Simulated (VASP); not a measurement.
# Au in VASP: a series of runs, part 2 of 2

VASP 6.6.1. Earlier steps stand in the parts before.

## 4. Single point, PBEsol (strain -0.050 along x and y, -0.050 along z)

INCAR

```
PREC = Accurate
ENCUT = 520
EDIFF = 1E-6
ISMEAR = 0
SIGMA = 0.15
LREAL = F
LASPH = T
NELM = 80
ALGO = Normal
ISIF = 2
LWAVE = F
LCHARG = F
GGA = PS
NBANDS = 12
```

KPOINTS

```
Automatic mesh
0
Gamma
  20 20 20
```

POSCAR

```
Au
1.0
    0.0000000000      1.9432250000      1.9432250000
    1.9432250000      0.0000000000      1.9432250000
    1.9432250000      1.9432250000      0.0000000000
Au
1
Direct
    0.0000000000      0.0000000000      0.0000000000
```

Potentials or basis: VASP PAW PBE potentials, release 64 (Au).

Command:

```bash
$ cat potpaw_PBE.64/Au/POTCAR > POTCAR
$ mpirun -np 1 vasp_std > vasp.out
```

OUTCAR:

```text
PREC = Accurate
   ENCUT = 520
   EDIFF = 1E-6
   ISMEAR = 0
   LREAL = F
   LASPH = T
   NELM = 80
   ISIF = 2
   GGA = PS

 ion  position               nearest neighbor table
   1  0.000  0.000  0.000-

  LATTYP: Found a face centered cubic cell.
 ALAT       =     3.8864500000

  Lattice vectors:

 A1 = (   0.0000000000,   1.9432250000,   1.9432250000)
 A2 = (   1.9432250000,   0.0000000000,   1.9432250000)
 A3 = (   1.9432250000,   1.9432250000,   0.0000000000)

Analysis of symmetry for initial positions (statically):
=====================================================================
 Subroutine PRICEL returns:
 Original cell was already a primitive cell.

 Routine SETGRP: Setting up the symmetry group for a
 face centered cubic supercell.

 Subroutine GETGRP returns: Found 48 space group operations
 (whereof 48 operations were pure point group operations)
 out of a pool of 48 trial point group operations.

The static configuration has the point symmetry O_h .

Analysis of symmetry for dynamics (positions and initial velocities):
=====================================================================
 Subroutine PRICEL returns:
 Original cell was already a primitive cell.

 Routine SETGRP: Setting up the symmetry group for a
 face centered cubic supercell.

 Subroutine GETGRP returns: Found 48 space group operations
 (whereof 48 operations were pure point group operations)
 out of a pool of 48 trial point group operations.

The dynamic configuration has the point symmetry O_h .

 Subroutine INISYM returns: Found 48 space group operations
 (whereof 48 operations are pure point group operations),
 and found     1 'primitive' translations

----------------------------------------------------------------------------------------

                                     Primitive cell

  volume of cell :      14.6757

  direct lattice vectors                    reciprocal lattice vectors
     0.000000000  1.943225000  1.943225000    -0.257304224  0.257304224  0.257304224
     1.943225000  0.000000000  1.943225000     0.257304224 -0.257304224  0.257304224
     1.943225000  1.943225000  0.000000000     0.257304224  0.257304224 -0.257304224

  length of vectors
     2.748135150  2.748135150  2.748135150     0.445663988  0.445663988  0.445663988

  position of ions in fractional coordinates (direct lattice)
     0.000000000  0.000000000  0.000000000

  ion indices of the primitive-cell ions
   primitive index   ion index
                 1           1

----------------------------------------------------------------------------------------

 KPOINTS: Automatic mesh

Automatic generation of k-mesh.
 Grid dimensions read from file:
 generate k-points for:   20   20   20

 Generating k-lattice:

  Cartesian coordinates                     Fractional coordinates (reciprocal lattice)
    -0.012865211  0.012865211  0.012865211     0.050000000  0.000000000  0.000000000
     0.012865211 -0.012865211  0.012865211     0.000000000  0.050000000  0.000000000
     0.012865211  0.012865211 -0.012865211     0.000000000  0.000000000  0.050000000

  Length of vectors
     0.022283199  0.022283199  0.022283199

  Shift w.r.t. Gamma in fractional coordinates (k-lattice)
     0.000000000  0.000000000  0.000000000

 Subroutine IBZKPT returns following result:
 ===========================================

 Found    256 irreducible k-points:

 Following reciprocal coordinates:
            Coordinates               Weight
  0.000000  0.000000  0.000000      1.000000
  0.050000  0.000000  0.000000      8.000000
  0.100000  0.000000  0.000000      8.000000
  0.150000  0.000000  0.000000      8.000000
  0.200000  0.000000  0.000000      8.000000
  0.250000  0.000000  0.000000      8.000000
[... 16 lines left out ...]
 -0.400000  0.050000  0.000000     24.000000
 -0.350000  0.050000  0.000000     24.000000
 [... further k-points ...]
   k-points           NKPTS =    256   k-points in BZ     NKDIM =    256   number of bands    NBANDS=     12
   number of dos      NEDOS =    301   number of ions     NIONS =      1
   total plane-waves  NPLWV =   8000
   dimension x,y,z NGX =    20 NGY =   20 NGZ =   20
   dimension x,y,z NGXF=    40 NGYF=   40 NGZF=   40
   ions per type =               1
   NGX,Y,Z   is equivalent  to a cutoff of  12.10, 12.10, 12.10 a.u.
   NGXF,Y,Z  is equivalent  to a cutoff of  24.20, 24.20, 24.20 a.u.
 SYSTEM =  unknown system
   PREC   = accura    normal or accurate (medium, high low for compatibility)
   ISTART =      0    job   : 0-new  1-cont  2-samecut
   ICHARG =      2    charge: 1-file 2-atom 10-const
   ISPIN  =      1    spin polarized calculation?
   LNONCOLLINEAR =      F non collinear calculations
   LSORBIT =      F    spin-orbit coupling
   LASPH  =      T    aspherical Exc in radial PAW
   ENCUT  =  520.0 eV  38.22 Ry    6.18 a.u.   5.11  5.11  5.11*2*pi/ulx,y,z
   NELM   =     80;   NELMIN=  2; NELMDL= -5     # of ELM steps
   EDIFF  = 0.1E-05   stopping-criterion for ELM
   LREAL  =      F    real-space projection
   EDIFFG = 0.1E-04   stopping-criterion for IOM
   NSW    =      0    number of steps for IOM
   IBRION =     -1    ionic relax: 0-MD 1-quasi-New 2-CG
   NFREE  =      0    steps in history (QN), initial steepest desc. (CG)
   ISIF   =      2    stress and relaxation
   ISYM   =      2    0-nonsym 1-usesym 2-fastsym
   POTIM  = 0.5000    time-step for ionic-motion
   TEBEG  =    0.0;   TEEND  =   0.0 temperature during run
   PSTRESS=    0.0 pullay stress
   NELECT =      11.0000    total number of electrons
   NUPDOWN=      -1.0000    fix difference up-down
   EMIN   =  10.00;   EMAX   =-10.00  energy-range for DOS
   EFERMI =   0.00;   METHOD = LEGACY
   ISMEAR =     0;   SIGMA  =   0.15  broadening in eV -4-tet -1-fermi 0-gaus
   EFERMI_NEDOS =   21; number of points for ismear=-14 and -15
   IALGO  =     38    algorithm
   IMIX   =      4    mixing-type and parameters
     AMIX     =   0.40;   BMIX     =  1.00
     AMIX_MAG =   1.60;   BMIX_MAG =  1.00
  volume/ion in A,a.u.               =      14.68        99.04
  Fermi-wavevector in a.u.,A,eV,Ry     =   1.487097  2.810206 30.088707  2.211458
  Thomas-Fermi vector in A             =   2.600301
   LORBIT       =      0    0 simple, 1 ext, 2 COOP (PROOUT), +10 PAW based schemes
   GGA     = PS    functional components
   LHFCALC =     F    Hartree Fock is set to
   AEXX    =    0.0000 exact exchange contribution
   IVDW    =     0    specifies the selected vdW correction
   LEPSILON=     F    determine dielectric tensor
   LRPA    =     F    only Hartree local field effects (RPA)
 non-spin polarized calculation
 Gauss-broadening in eV      SIGMA  =   0.15
  energy-cutoff  :      520.00
  volume of cell :       14.68
 maximum number of plane-waves:       411
   NGX = 11   NGY = 11   NGZ = 11

 number of electron      10.9999999 magnetization

 Free energy of the ion-electron system (eV)
  ---------------------------------------------------
  ext. energy  EPLUGINS =         0.00000000
  ---------------------------------------------------
  free energy    TOTEN  =        -3.68395845 eV

  energy without entropy =       -3.68083275  energy(sigma->0) =       -3.68239560

 E-fermi :  12.0484     XC(G=0): -13.7852

 val. band max:       12.0471072137   @ k =   0.5000   0.3000   0.1500
 cond. band min:      12.0972703945   @ k =  -0.4500   0.1000   0.0000
 fundamental gap:      0.0501631808
 Fermi energy:        12.0483642077

 k-point     1 :       0.0000    0.0000    0.0000
  band No.  band energies     occupation
      1       0.3682      2.00000
      2       6.4120      2.00000
      3       6.4120      2.00000
      4       6.4120      2.00000
      5       8.3972      2.00000
      6       8.3972      2.00000
      7      26.1656      0.00000
      8      31.0333      0.00000
      9      31.0333      0.00000
     10      31.0333      0.00000
     11      36.4166      0.00000
     12      43.0219      0.00000
[... 331 lines left out ...]
 k-point    24 :      -0.3500    0.0500    0.0000
  band No.  band energies     occupation
      1       3.1925      2.00000
      2       6.4848      2.00000
      3       6.5644      2.00000
      4       7.5892      2.00000
      5       9.2122      2.00000
      6       9.8646      2.00000
      7      19.5135      0.00000
      8      26.4905      0.00000
      9      30.5777      0.00000
     10      32.2366      0.00000
     11      36.6617      0.00000
     12      38.0616      0.00000

 [... further k-points ...]

------------------------ aborting loop because EDIFF is reached ----------------------------------------

  FORCE on cell =-STRESS in cart. coord.  units (eV):
  Direction    XX          YY          ZZ          XY          YZ          ZX
  --------------------------------------------------------------------------------------
  -------------------------------------------------------------------------------------
  Total        3.5765145      3.5765145      3.5765145     -0.0000000     -0.0000000     -0.0000000
  in kB      390.4552939    390.4552939    390.4552939     -0.0000000     -0.0000000     -0.0000000
  external PRESSURE =     390.4552939 kB  Pullay stress =       0.0000000 kB

 VOLUME and BASIS-vectors are now :
 -----------------------------------------------------------------------------
  energy-cutoff  :      520.00
  volume of cell :       14.68
      direct lattice vectors                 reciprocal lattice vectors
     0.000000000  1.943225000  1.943225000    -0.257304224  0.257304224  0.257304224
     1.943225000  0.000000000  1.943225000     0.257304224 -0.257304224  0.257304224
     1.943225000  1.943225000  0.000000000     0.257304224  0.257304224 -0.257304224

 POSITION                                       TOTAL-FORCE (eV/Angst)
 -----------------------------------------------------------------------------------
      0.00000      0.00000      0.00000        -0.000000     -0.000000     -0.000000
 -----------------------------------------------------------------------------------
    total drift:                               -0.000000     -0.000000     -0.000000

  FREE ENERGIE OF THE ION-ELECTRON SYSTEM (eV)
  ---------------------------------------------------
  free  energy   TOTEN  =        -3.6839584507 eV

  energy  without entropy=       -3.6808327516  energy(sigma->0) =       -3.68239560
```

OSZICAR:

```text
N       E                     dE             d eps       ncg     rms          rms(c)
DAV:   1     0.497479121569E+02    0.49748E+02   -0.57105E+03  6368   0.833E+02
DAV:   2    -0.332681058615E+01   -0.53075E+02   -0.50617E+02  7268   0.195E+02
DAV:   3    -0.400829891726E+01   -0.68149E+00   -0.68098E+00  7372   0.211E+01
DAV:   4    -0.401036133211E+01   -0.20624E-02   -0.20623E-02  7424   0.133E+00
DAV:   5    -0.401037401181E+01   -0.12680E-04   -0.12679E-04  7568   0.969E-02    0.153E+01
DAV:   6    -0.372476802588E+01    0.28561E+00   -0.60705E-01  6756   0.659E+00    0.903E+00
DAV:   7    -0.368792641689E+01    0.36842E-01   -0.12306E-01  7248   0.293E+00    0.305E+00
DAV:   8    -0.368396782082E+01    0.39586E-02   -0.65684E-03  6840   0.764E-01    0.344E-01
DAV:   9    -0.368395547479E+01    0.12346E-04   -0.24943E-05  7528   0.476E-02    0.108E-02
DAV:  10    -0.368395833830E+01   -0.28635E-05   -0.13222E-06  7296   0.785E-03    0.442E-03
DAV:  11    -0.368395845071E+01   -0.11241E-06   -0.54489E-08  4056   0.207E-03
   1 F= -.36839585E+01 E0= -.36823956E+01  d E =-.312570E-02
```

Run time: 54 s. Hardware: 1 thread of AMD EPYC 7R43 (Zen 3), shared host; peak memory 0.12 GiB.

What came out:

```yaml
Free_energy: -3.6840 eV
Pressure: 39.0 GPa
```

Caveat: the cell differs from its parent crystal (strain -0.050 along x and y, -0.050 along z); the PAW data sets were made with another functional, which shifts forces and pressure a little; spin-orbit coupling is left out, which moves the levels of the heavy elements.

## 5. Single point, PBEsol (strain -0.025 along x and y, -0.025 along z)

INCAR

```
SYSTEM = Au
  ALGO = Fast
  EDIFF = 1E-6
  ENCUT = 520
  GGA = PS
  ISIF = 2
  ISMEAR = 0
  LASPH = .TRUE.
  LCHARG = .FALSE.
  LREAL = .FALSE.
  LWAVE = .FALSE.
  NBANDS = 12
  NELM = 100
  PREC = Accurate
  SIGMA = 0.15
```

KPOINTS

```
k-points
0
G
  20 20 20
  0 0 0
```

POSCAR

```
Au
1.0
    0.0000000000      1.9943625000      1.9943625000
    1.9943625000      0.0000000000      1.9943625000
    1.9943625000      1.9943625000      0.0000000000
Au
1
Direct
    0.0000000000      0.0000000000      0.0000000000
```

Command:

```bash
$ cat potpaw_PBE.64/Au/POTCAR > POTCAR
$ mpirun -np 1 vasp_std > vasp.out
```

Wall time 71 s (1 thread of AMD EPYC 7R43 (Zen 3), shared host); peak memory 0.14 GiB.

Results (log left out):

| Item | Value |
| --- | --- |
| Free energy | -3.8772 eV |
| Pressure | 14.7 GPa |

Levels at points of the mesh, in eV from the Fermi level:
| k point | band 2 | band 3 | band 4 | band 5 | band 6 | band 7 | band 8 | band 9 | band 10 | band 11 |
| --- | --- | --- | --- | --- | --- | --- | --- | --- | --- | --- |
| (0.00, 0.00, 0.00) | -5.08 | -5.08 | -5.08 | -3.35 | -3.35 | 14.38 | 18.79 | 18.79 | 18.79 | 23.89 |
| (0.50, 0.00, 0.00) | -5.13 | -5.13 | -1.99 | -1.99 | -1.37 | 3.46 | 13.84 | 17.62 | 17.62 | 26.01 |
| (0.50, 0.50, 0.00) | -7.42 | -2.03 | -1.62 | -1.62 | 0.75 | 6.36 | 10.16 | 10.16 | 17.97 | 20.82 |

Caveat: the cell differs from its parent crystal (strain -0.025 along x and y, -0.025 along z); the PAW data sets were made with another functional, which shifts forces and pressure a little; spin-orbit coupling is left out, which moves the levels of the heavy elements.

## 6. Single point, PBEsol (strain +0.025 along x and y, +0.025 along z)

INCAR

```
PREC     = Accurate       # precision mode
ENCUT    = 520            # plane-wave cutoff, eV
EDIFF    = 1E-6           # SCF threshold, eV
ISMEAR   = 0              # smearing method
SIGMA    = 0.15           # smearing width, eV
LREAL    = False          # projectors in reciprocal space
LASPH    = True           # aspherical terms in the spheres
NELM     = 100            # most SCF steps
ALGO     = Normal         # electronic algorithm
ISIF     = 2              # what is computed and relaxed
LWAVE    = False          # write WAVECAR
LCHARG   = True           # write CHGCAR
GGA      = PS             # functional
LELF     = True           # ELF
LVHAR    = True         
NBANDS   = 12             # bands
```

KPOINTS

```
Automatic mesh
0
Gamma
  20 20 20
```

POSCAR

```
Au
1.0
    0.0000000000      2.0966375000      2.0966375000
    2.0966375000      0.0000000000      2.0966375000
    2.0966375000      2.0966375000      0.0000000000
Au
1
Direct
    0.0000000000      0.0000000000      0.0000000000
```

Potentials or basis: VASP PAW PBE potentials, release 64 (Au).

Command:

```bash
$ cat potpaw_PBE.64/Au/POTCAR > POTCAR
$ mpirun -np 1 vasp_std > vasp.out
```

OUTCAR:

```text
PREC = Accurate
   ENCUT = 520
   EDIFF = 1E-6
   ISMEAR = 0
   LREAL = False
   LASPH = True
   NELM = 100
   ISIF = 2
   GGA = PS

 ion  position               nearest neighbor table
   1  0.000  0.000  0.000-

  LATTYP: Found a face centered cubic cell.
 ALAT       =     4.1932750000

  Lattice vectors:

 A1 = (   0.0000000000,   2.0966375000,   2.0966375000)
 A2 = (   2.0966375000,   0.0000000000,   2.0966375000)
 A3 = (   2.0966375000,   2.0966375000,   0.0000000000)

[... 538 lines left out ...]
     12      31.1470      0.00000

 [... further k-points ...]

------------------------ aborting loop because EDIFF is reached ----------------------------------------

  FORCE on cell =-STRESS in cart. coord.  units (eV):
  Direction    XX          YY          ZZ          XY          YZ          ZX
  --------------------------------------------------------------------------------------
  -------------------------------------------------------------------------------------
  Total       -1.2951016     -1.2951016     -1.2951016     -0.0000000      0.0000000      0.0000000
  in kB     -112.5678538   -112.5678538   -112.5678538     -0.0000000      0.0000000      0.0000000
  external PRESSURE =    -112.5678538 kB  Pullay stress =       0.0000000 kB

 VOLUME and BASIS-vectors are now :
 -----------------------------------------------------------------------------
  energy-cutoff  :      520.00
  volume of cell :       18.43
      direct lattice vectors                 reciprocal lattice vectors
     0.000000000  2.096637500  2.096637500    -0.238477085  0.238477085  0.238477085
     2.096637500  0.000000000  2.096637500     0.238477085 -0.238477085  0.238477085
     2.096637500  2.096637500  0.000000000     0.238477085  0.238477085 -0.238477085

 POSITION                                       TOTAL-FORCE (eV/Angst)
 -----------------------------------------------------------------------------------
      0.00000      0.00000      0.00000         0.000000      0.000000     -0.000000
 -----------------------------------------------------------------------------------
    total drift:                               -0.000000      0.000000      0.000000

  FREE ENERGIE OF THE ION-ELECTRON SYSTEM (eV)
  ---------------------------------------------------
  free  energy   TOTEN  =        -3.8714946356 eV

  energy  without entropy=       -3.8686225593  energy(sigma->0) =       -3.87005860
```

OSZICAR:

```text
N       E                     dE             d eps       ncg     rms          rms(c)
DAV:   1     0.473645930776E+02    0.47365E+02   -0.55582E+03  6400   0.810E+02
DAV:   2    -0.354964443378E+01   -0.50914E+02   -0.47897E+02  7156   0.182E+02
DAV:   3    -0.420297906984E+01   -0.65333E+00   -0.65273E+00  7340   0.199E+01
DAV:   4    -0.420525592051E+01   -0.22769E-02   -0.22768E-02  7400   0.136E+00
DAV:   5    -0.420527370900E+01   -0.17788E-04   -0.17789E-04  7532   0.116E-01    0.754E+00
DAV:   6    -0.389058114732E+01    0.31469E+00   -0.94577E-01  6656   0.759E+00    0.486E+00
DAV:   7    -0.387403539098E+01    0.16546E-01   -0.51428E-02  7288   0.177E+00    0.262E+00
DAV:   8    -0.387150455818E+01    0.25308E-02   -0.90950E-04  7012   0.268E-01    0.263E-01
DAV:   9    -0.387149152998E+01    0.13028E-04   -0.75889E-06  7344   0.231E-02    0.113E-02
DAV:  10    -0.387149465157E+01   -0.31216E-05   -0.13868E-06  7284   0.105E-02    0.187E-03
DAV:  11    -0.387149463559E+01    0.15975E-07   -0.60492E-08  3900   0.195E-03
   1 F= -.38714946E+01 E0= -.38700586E+01  d E =-.287208E-02
```

Wall time 61 s (1 thread of AMD EPYC 7R43 (Zen 3), shared host); peak memory 0.15 GiB.

Results:

```
Free energy : -3.8715 eV
Pressure    : -11.3 GPa
```

Levels at points of the mesh, in eV from the Fermi level:
```
           k point  band 3  band 4  band 5  band 6  band 7  band 8  band 9  band 10
(0.00, 0.00, 0.00)   -4.23   -4.23   -2.90   -2.90   14.62   18.16   18.16    18.16
(0.50, 0.00, 0.00)   -4.26   -1.85   -1.85   -0.62    2.70   14.04   16.54    16.54
(0.50, 0.50, 0.00)   -1.89   -1.57   -1.57    1.22    5.18    9.77    9.77    16.37
```

Caveat: the cell differs from its parent crystal (strain +0.025 along x and y, +0.025 along z); the PAW data sets were made with another functional, which shifts forces and pressure a little; spin-orbit coupling is left out, which moves the levels of the heavy elements.

## 7. Summary

| cell | gap on the mesh (eV) | pressure (GPa) |
| --- | --- | --- |
| a = 2.966, b = 2.966, c = 2.893 Å, angles 60.8, 60.8, 58.4°, 1 atom | none | -8.3 |
| a = 2.929, b = 2.929, c = 2.965 Å, angles 59.6, 59.6, 60.8°, 1 atom | none | -8.4 |
| a = 2.748 Å, angles 60.0°, 1 atom | none | 39.0 |
| a = 2.820 Å, angles 60.0°, 1 atom | none | 14.7 |
| a = 2.965 Å, angles 60.0°, 1 atom | none | -11.3 |

Alike in all rows: task single point; level PBEsol; potentials or basis VASP PAW PBE potentials, release 64 (Au); no spin polarisation; k mesh 20 × 20 × 20; cutoff (eV) 520; smearing gaussian 0.15 eV.

Caveats: the PAW data sets were made with another functional, which shifts forces and pressure a little; spin-orbit coupling is left out, which moves the levels of the heavy elements.

Absolute energies hang on the potentials; compare differences alone.
